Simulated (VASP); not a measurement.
# SnO (C2/m) in VASP: further runs, part 2 of 2

VASP 6.6.1. The steps go on from the part before.

## 3. Single point, PBE (atoms displaced along several vibrational modes)

INCAR reads:

```
SYSTEM = SnO
PREC     = Accurate       ! precision mode
ENCUT    = 520            ! plane-wave cutoff, eV
EDIFF    = 1E-7           ! SCF threshold, eV
ISMEAR   = 0              ! smearing method
SIGMA    = 0.05           ! smearing width, eV
LREAL    = .FALSE.        ! projectors in reciprocal space
LASPH    = .TRUE.         ! aspherical terms in the spheres
NELM     = 80             ! most SCF steps
ALGO     = Normal         ! electronic algorithm
ISIF     = 2              ! what is computed and relaxed
LWAVE    = .FALSE.        ! write WAVECAR
LCHARG   = .TRUE.         ! write CHGCAR
GGA      = PE             ! functional
LELF     = .TRUE.         ! ELF
LVHAR    = .TRUE.       
NBANDS   = 28             ! bands
```

KPOINTS reads:

```
regular mesh
0
G
  10 10 8
  0 0 0
```

POSCAR reads:

```
SnO
1.0
    3.8671579472      0.0000000000      0.0000000000
    0.0000000000      3.8671579472      0.0000000000
    0.0000000000      0.0000000000      5.0719346970
Sn O
2 2
Direct
   -0.0215403666      0.4784596334      0.2284856918
    0.5215403666      0.0215403666      0.7715143082
    0.0023206920     -0.0023206920      0.0000000000
    0.4976793080      0.5023206920      0.0000000000
```

Potentials or basis: VASP PAW PBE potentials, release 64 (Sn_d, O).

Run with:

```
$ cat potpaw_PBE.64/Sn_d/POTCAR potpaw_PBE.64/O/POTCAR > POTCAR
$ mpirun -np 1 vasp_std > vasp.out
```

OUTCAR:

```text
SYSTEM = SnO
   PREC = Accurate
   ENCUT = 520
   EDIFF = 1E-7
   ISMEAR = 0
   LREAL = .FALSE.
   LASPH = .TRUE.
   NELM = 80
   ISIF = 2
   GGA = PE

 ion  position               nearest neighbor table
   1  0.978  0.478  0.228-   3 2.19   4 2.19   4 2.32   3 2.32   2 3.41   2 3.59   2 3.59   2 3.72

   2  0.522  0.022  0.772-   3 2.19   4 2.19   4 2.32   3 2.32   1 3.41   1 3.59   1 3.59   1 3.72

   3  0.002  0.998  0.000-   1 2.19   2 2.19   2 2.32   1 2.32
   4  0.498  0.502  0.000-   1 2.19   2 2.19   2 2.32   1 2.32

  LATTYP: Found a simple tetragonal cell.
 ALAT       =     3.8671579472
 C/A-ratio  =     1.3115406110

  Lattice vectors:

 A1 = (   3.8671579472,   0.0000000000,   0.0000000000)
 A2 = (   0.0000000000,   3.8671579472,   0.0000000000)
 A3 = (   0.0000000000,   0.0000000000,   5.0719346970)

Analysis of symmetry for initial positions (statically):
=====================================================================
 Subroutine PRICEL returns:
 Original cell was already a primitive cell.

 Routine SETGRP: Setting up the symmetry group for a
 simple tetragonal supercell.

 Subroutine GETGRP returns: Found  4 space group operations
 (whereof  2 operations were pure point group operations)
 out of a pool of 16 trial point group operations.

The static configuration has the point symmetry C_2 .
 The point group associated with its full space group is C_2h.

Analysis of symmetry for dynamics (positions and initial velocities):
=====================================================================
 Subroutine PRICEL returns:
 Original cell was already a primitive cell.

 Routine SETGRP: Setting up the symmetry group for a
 simple tetragonal supercell.

 Subroutine GETGRP returns: Found  4 space group operations
 (whereof  2 operations were pure point group operations)
 out of a pool of 16 trial point group operations.

The dynamic configuration has the point symmetry C_2 .
 The point group associated with its full space group is C_2h.

 Subroutine INISYM returns: Found  4 space group operations
 (whereof  2 operations are pure point group operations),
 and found     1 'primitive' translations

----------------------------------------------------------------------------------------

                                     Primitive cell

  volume of cell :      75.8503

  direct lattice vectors                    reciprocal lattice vectors
     3.867157947  0.000000000  0.000000000     0.258587835  0.000000000  0.000000000
     0.000000000  3.867157947  0.000000000     0.000000000  0.258587835  0.000000000
     0.000000000  0.000000000  5.071934697     0.000000000  0.000000000  0.197163422

  length of vectors
     3.867157947  3.867157947  5.071934697     0.258587835  0.258587835  0.197163422

  position of ions in fractional coordinates (direct lattice)
     0.978459633  0.478459633  0.228485692
     0.521540367  0.021540367  0.771514308
     0.002320692  0.997679308  0.000000000
     0.497679308  0.502320692  0.000000000

  ion indices of the primitive-cell ions
   primitive index   ion index
                 1           1
                 2           2
                 3           3
                 4           4

----------------------------------------------------------------------------------------
[... 27 lines left out ...]
  0.000000  0.000000  0.000000      1.000000
  0.100000  0.000000  0.000000      4.000000
  0.200000  0.000000  0.000000      4.000000
  0.300000  0.000000  0.000000      4.000000
  0.400000  0.000000  0.000000      4.000000
  0.500000  0.000000  0.000000      2.000000
[... 16 lines left out ...]
  0.300000  0.300000  0.000000      2.000000
 -0.300000  0.300000  0.000000      2.000000
 [... further k-points ...]
   k-points           NKPTS =    227   k-points in BZ     NKDIM =    227   number of bands    NBANDS=     28
   number of dos      NEDOS =    301   number of ions     NIONS =      4
   total plane-waves  NPLWV =  36000
   dimension x,y,z NGX =    30 NGY =   30 NGZ =   40
   dimension x,y,z NGXF=    60 NGYF=   60 NGZF=   80
   ions per type =               2   2
   NGX,Y,Z   is equivalent  to a cutoff of  12.90, 12.90, 13.11 a.u.
   NGXF,Y,Z  is equivalent  to a cutoff of  25.79, 25.79, 26.22 a.u.
 SYSTEM =  SnO
   PREC   = accura    normal or accurate (medium, high low for compatibility)
   ISTART =      0    job   : 0-new  1-cont  2-samecut
   ICHARG =      2    charge: 1-file 2-atom 10-const
   ISPIN  =      1    spin polarized calculation?
   LNONCOLLINEAR =      F non collinear calculations
   LSORBIT =      F    spin-orbit coupling
   LASPH  =      T    aspherical Exc in radial PAW
   ENCUT  =  520.0 eV  38.22 Ry    6.18 a.u.   7.19  7.19  9.43*2*pi/ulx,y,z
   NELM   =     80;   NELMIN=  2; NELMDL= -5     # of ELM steps
   EDIFF  = 0.1E-06   stopping-criterion for ELM
   LREAL  =      F    real-space projection
   EDIFFG = 0.1E-05   stopping-criterion for IOM
   NSW    =      0    number of steps for IOM
   IBRION =     -1    ionic relax: 0-MD 1-quasi-New 2-CG
   NFREE  =      0    steps in history (QN), initial steepest desc. (CG)
   ISIF   =      2    stress and relaxation
   ISYM   =      2    0-nonsym 1-usesym 2-fastsym
   POTIM  = 0.5000    time-step for ionic-motion
   TEBEG  =    0.0;   TEEND  =   0.0 temperature during run
   PSTRESS=    0.0 pullay stress
   NELECT =      40.0000    total number of electrons
   NUPDOWN=      -1.0000    fix difference up-down
   EMIN   =  10.00;   EMAX   =-10.00  energy-range for DOS
   EFERMI =   0.00;   METHOD = LEGACY
   ISMEAR =     0;   SIGMA  =   0.05  broadening in eV -4-tet -1-fermi 0-gaus
   EFERMI_NEDOS =   21; number of points for ismear=-14 and -15
   IALGO  =     38    algorithm
   IMIX   =      4    mixing-type and parameters
     AMIX     =   0.40;   BMIX     =  1.00
     AMIX_MAG =   1.60;   BMIX_MAG =  1.00
  volume/ion in A,a.u.               =      18.96       127.97
  Fermi-wavevector in a.u.,A,eV,Ry     =   1.322642  2.499431 23.801788  1.749382
  Thomas-Fermi vector in A             =   2.452308
   LORBIT       =      0    0 simple, 1 ext, 2 COOP (PROOUT), +10 PAW based schemes
   GGA     = PE    functional components
   LHFCALC =     F    Hartree Fock is set to
   AEXX    =    0.0000 exact exchange contribution
   IVDW    =     0    specifies the selected vdW correction
   LEPSILON=     F    determine dielectric tensor
   LRPA    =     F    only Hartree local field effects (RPA)
 non-spin polarized calculation
 Gauss-broadening in eV      SIGMA  =   0.05
  energy-cutoff  :      520.00
  volume of cell :       75.85
 maximum number of plane-waves:      2064
 NGX is ok and might be reduce to    30
   NGX = 15   NGY = 15   NGZ = 19

 number of electron      40.0000011 magnetization

 Free energy of the ion-electron system (eV)
  ---------------------------------------------------
  ext. energy  EPLUGINS =         0.00000000
  ---------------------------------------------------
  free energy    TOTEN  =       -22.65685239 eV

  energy without entropy =      -22.65685239  energy(sigma->0) =      -22.65685239

 E-fermi :   6.4069     XC(G=0):  -9.8141

 val. band max:        6.1243309326   @ k =   0.0000   0.0000   0.0000
 cond. band min:       6.6549364716   @ k =   0.5000   0.5000   0.0000
 fundamental gap:      0.5306055390
 Fermi energy:         6.4069008485

 k-point     1 :       0.0000    0.0000    0.0000
  band No.  band energies     occupation
      1     -15.6346      2.00000
      2     -15.2806      2.00000
      3     -15.2624      2.00000
      4     -15.2360      2.00000
      5     -15.2161      2.00000
      6     -15.2066      2.00000
[... 733 lines left out ...]
     27      13.4001      0.00000
     28      14.4659      0.00000

 [... further k-points ...]

------------------------ aborting loop because EDIFF is reached ----------------------------------------

  FORCE on cell =-STRESS in cart. coord.  units (eV):
  Direction    XX          YY          ZZ          XY          YZ          ZX
  --------------------------------------------------------------------------------------
  -------------------------------------------------------------------------------------
  Total        0.3817354      0.3817354      0.4322821      0.0708359      0.8376019      0.8375973
  in kB        8.0633502      8.0633502      9.1310433      1.4962584     17.6925627     17.6924672
  external PRESSURE =       8.4192479 kB  Pullay stress =       0.0000000 kB

 VOLUME and BASIS-vectors are now :
 -----------------------------------------------------------------------------
  energy-cutoff  :      520.00
  volume of cell :       75.85
      direct lattice vectors                 reciprocal lattice vectors
     3.867157947  0.000000000  0.000000000     0.258587835  0.000000000  0.000000000
     0.000000000  3.867157947  0.000000000     0.000000000  0.258587835  0.000000000
     0.000000000  0.000000000  5.071934697     0.000000000  0.000000000  0.197163422

 POSITION                                       TOTAL-FORCE (eV/Angst)
 -----------------------------------------------------------------------------------
      3.78386      1.85028      1.15886         0.417340      0.417340      0.214535
      2.01688      0.08330      3.91307        -0.417340     -0.417340     -0.214535
      0.00897      3.85818      0.00000         0.012109     -0.012109      0.000000
      1.92460      1.94255      0.00000        -0.012109      0.012109      0.000000
 -----------------------------------------------------------------------------------
    total drift:                                0.000000     -0.000000      0.000000

  FREE ENERGIE OF THE ION-ELECTRON SYSTEM (eV)
  ---------------------------------------------------
  free  energy   TOTEN  =       -22.6568523929 eV

  energy  without entropy=      -22.6568523929  energy(sigma->0) =      -22.65685239
```

Wall time 11 min (1 thread of Oxide Virtual Turin-like, shared host); peak memory 0.44 GiB.

What came out:

| Quantity | Value |
| --- | --- |
| Free energy | -22.6569 eV |
| Pressure | 0.8 GPa |
| Largest force | 0.628 eV/Å |
| Band gap on the k mesh | 0.53 eV (least direct gap 1.89 eV) |

Forces in eV/Å, atoms in the order of the input:
```
Sn   0.417  0.417  0.215
Sn  -0.417 -0.417 -0.215
O    0.012 -0.012  0.000
O   -0.012  0.012  0.000
```

Caveat: the cell differs from its parent crystal (atoms displaced along several vibrational modes); semilocal functionals underestimate gaps, and a narrow one can read as zero; spin-orbit coupling is left out, which moves the levels of the heavy elements.
